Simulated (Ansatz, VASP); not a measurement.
One calculation of CO2, two programs

```
C O
1.0
     8.08248    0.00000    0.00000
     0.00000    8.08248    0.00000
     0.00000    0.00000    8.08248
C O
8 16
Direct
  0.07729 0.87424 0.87800
  0.34039 0.25463 0.38842
  0.64101 0.06689 0.95004
  0.79115 0.45918 0.20959
  0.67231 0.59740 0.80265
  0.06987 0.85878 0.37237
  0.94022 0.22784 0.62748
  0.27752 0.54622 0.06983
  0.19023 0.90770 0.96213
  0.96384 0.83986 0.79423
  0.32224 0.30211 0.52397
  0.35738 0.20677 0.25268
  0.70710 0.07396 0.07883
  0.57573 0.06100 0.82070
  0.67295 0.46915 0.29276
  0.90888 0.44909 0.12519
  0.63049 0.66627 0.92329
  0.71368 0.52726 0.68305
  0.17305 0.90844 0.46155
  0.96588 0.80969 0.28409
  0.92208 0.22244 0.48386
  0.95907 0.23173 0.77098
  0.28526 0.58857 0.20815
  0.27015 0.50462 0.93131
```

Alike in both runs: functional PBE; dispersion D3(BJ); k mesh 1 × 1 × 1; occupations fermi-dirac, width 0.02 eV; no spin polarisation.

Ansatz relaxed the structure, and its values are those at the end. VASP's run is a single point on that final structure, the one shown.

```csv
,VASP,Ansatz
version,VASP 6.6.1,Ansatz 0.2.0
potentials or method,"VASP PAW PBE potentials, release 64 (C, O), cutoff 520 eV","scalar-relativistic, plane waves, PAW"
valence electrons in the cell,128,128
```

```csv
,VASP,Ansatz,Ansatz less VASP
rms of the force components (eV/Å),0.234,0.074,-0.1598
```

One of these differences is far larger than is usual between the two programs; its cause wasn't traced.

Noted on VASP's run: the standard files for N, O and F lose accuracy on very short bonds.
